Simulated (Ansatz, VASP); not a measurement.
# PtS2 in VASP and in Ansatz

```
Pt S
1.0
     3.54320    0.00000    0.00000
    -1.77160    3.06850    0.00000
     0.00000    0.00000    5.03880
Pt S
1 2
Direct
  0.00000 0.00000 0.00000
  0.33333 0.66667 0.25000
  0.66667 0.33333 0.75000
```

Alike in both runs: task relaxation of cell and atoms; functional PBE; dispersion D3(BJ); k mesh 12 × 12 × 8; occupations gaussian, width 0.02 eV; no spin polarisation.

```csv
,VASP,Ansatz
version,VASP 6.6.1,Ansatz 0.2.0
potentials or method,"VASP PAW PBE potentials, release 64 (Pt, S), cutoff 600 eV","scalar-relativistic, plane waves, PAW"
valence electrons in the cell,22,30
```

Ansatz gave:

| Property | Result |
| --- | --- |
| gap on the k mesh at the Fermi level, each at its own relaxed structure (eV) | 0.06 |
| relaxed volume (Å³/atom) | 17.28 |
| relaxed cell length with the largest relative difference (Å) | 4.662 |

**Question.** Estimate VASP's values.

**Answer.** gap on the k mesh at the Fermi level, each at its own relaxed structure (eV): 0.10; relaxed volume (Å³/atom): 17.29; relaxed cell length with the largest relative difference (Å): 4.677.

VASP's potentials hold 22 valence electrons a cell and Ansatz's 30, so a difference there can come from the potentials and not from the codes.

Spin-orbit coupling is off throughout.
